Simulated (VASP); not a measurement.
Set up this calculation in VASP 6.6.1, as the native input.

- Task: single point
- Functional: PBEsol
- Potentials or basis: VASP PAW PBE potentials, release 64 (Cd, S)
- Cutoff: 520 eV
- k mesh: 9 × 9 × 10
- Occupations: gaussian, width 0.02 eV
- Spin: no spin polarisation
- Dipole correction: no
- Further INCAR settings: ALGO = Normal; EDIFF = 1e-06; NBANDS = 16; ISYM = 0

The structure of CdS lies in POSCAR:

```
CdS
1.0
    4.0010046237      0.0000000000      0.0000000000
   -2.0005023119      3.4649716448      0.0000000000
    2.0005023119     -1.1549905483      3.4812698133
Cd S
1 1
Direct
    0.0000000000      0.0000000000      0.0000000000
    0.7500000000      0.2500000000      0.7500000000
```

One way to write it, as run:

INCAR

```
  PREC = Accurate
  ENCUT = 520
  EDIFF = 1E-6
  ISMEAR = 0
  SIGMA = 0.02
  LREAL = F
  LASPH = T
  NELM = 80
  ALGO = Normal
  ISIF = 2
  LWAVE = F
  LCHARG = F
  GGA = PS
  NBANDS = 16
  ISYM = 0
```

KPOINTS

```
Automatic mesh
0
Gamma
  9 9 10
```

Potentials or basis: VASP PAW PBE potentials, release 64 (Cd, S).

The run is started by

```sh
$ cat potpaw_PBE.64/Cd/POTCAR potpaw_PBE.64/S/POTCAR > POTCAR
$ mpirun -np 1 vasp_std > vasp.out
```

It gave:

```
Pressure               : 2.4 GPa
Largest force          : 0.460 eV/Å
Band gap on the k mesh : 0.97 eV, direct
```

Caveat: the PAW data sets were made with another functional, which shifts forces and pressure a little.

Wall time 4.7 min on 1 thread of Intel Xeon 6975P-C (shared host), peak memory 0.42 GiB.
